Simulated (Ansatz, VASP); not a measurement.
Rh: VASP beside Ansatz

```xyz
3
Lattice="4.3358 0.0000 0.0000 -2.1679 3.7549 0.0000 0.0000 0.0000 2.6611" Properties=species:S:1:pos:R:3 pbc="T T T"
Rh    0.0000    0.0000    0.0000
Rh    0.0000    2.5033    1.3306
Rh    2.1679    1.2516    1.3306
```

Alike in both runs: task single point; functional PBE; k mesh 11 × 11 × 16; occupations fermi-dirac, width 0.05 eV; collinear spin.

|  | VASP | Ansatz |
| --- | --- | --- |
| version | VASP 6.6.1 | Ansatz 0.2.0 |
| potentials or method | VASP PAW PBE potentials, release 64 (Rh_pv), cutoff 520 eV | plane waves (420 eV) with PAW, scalar-relativistic |
| valence electrons in the cell | 45 | 51 |

```csv
,VASP,Ansatz,Ansatz less VASP
net moment per atom (μB),0.00,0.00,0.000
```

VASP's potentials hold 45 valence electrons a cell and Ansatz's 51, so a difference there can come from the potentials and not from the codes. Ansatz's warnings: seeded moment not kept.
